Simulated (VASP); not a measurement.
Wanted: the native input for a VASP 6.6.1 run.

```yaml
Task: single point
Functional: PBEsol
Potentials_or_basis: VASP PAW PBE potentials, release 64 (Mg, O)
Cutoff: 520 eV
k_mesh: 12 × 12 × 2
Occupations: gaussian, width 0.01 eV
Spin: no spin polarisation
Dipole_correction: no
Further_INCAR_settings: ALGO = Normal; EDIFF = 1e-06; NBANDS = 26
```

The structure of MgO lies in POSCAR:

```
MgO
1.0
    3.2505941900      0.0000000000      0.0000000000
   -1.6252970900      2.8150971500      0.0000000000
    0.0000000000      0.0000000000     10.3863377300
Mg O
4 4
Direct
    0.3333333300      0.6666666700      0.9696623800
    0.0000000000      0.0000000000      0.2210023100
    0.0000000000      0.0000000000      0.7210023100
    0.6666666700      0.3333333300      0.4696623800
    0.3333333300      0.6666666700      0.7798401500
    0.0000000000      0.0000000000      0.5294933400
    0.0000000000      0.0000000000      0.0294933400
    0.6666666700      0.3333333300      0.2798401500
```

One way to write it, as run:

INCAR

```
SYSTEM = MgO
ALGO = Normal ; EDIFF = 1E-6
ENCUT = 520 ; GGA = PS
ISIF = 2 ; ISMEAR = 0
LASPH = .True. ; LCHARG = .False.
LREAL = .False. ; LWAVE = .False.
NBANDS = 26 ; NELM = 80
PREC = Accurate ; SIGMA = 0.01
```

KPOINTS

```
k-points
0
Gamma
  12 12 2
  0 0 0
```

Potentials or basis: VASP PAW PBE potentials, release 64 (Mg, O).

Launch:

```console
$ cat potpaw_PBE.64/Mg/POTCAR potpaw_PBE.64/O/POTCAR > POTCAR
$ mpirun -np 1 vasp_std > vasp.out
```

Results of the run:

```
Pressure               : 0.4 GPa
Largest force          : 0.004 eV/Å
Band gap on the k mesh : 3.49 eV, direct
```

Caveat: the PAW data sets were made with another functional, which shifts forces and pressure a little.

Wall time 60 s on 1 thread of Intel Xeon 6975P-C, on a shared host, peak memory 0.24 GiB.
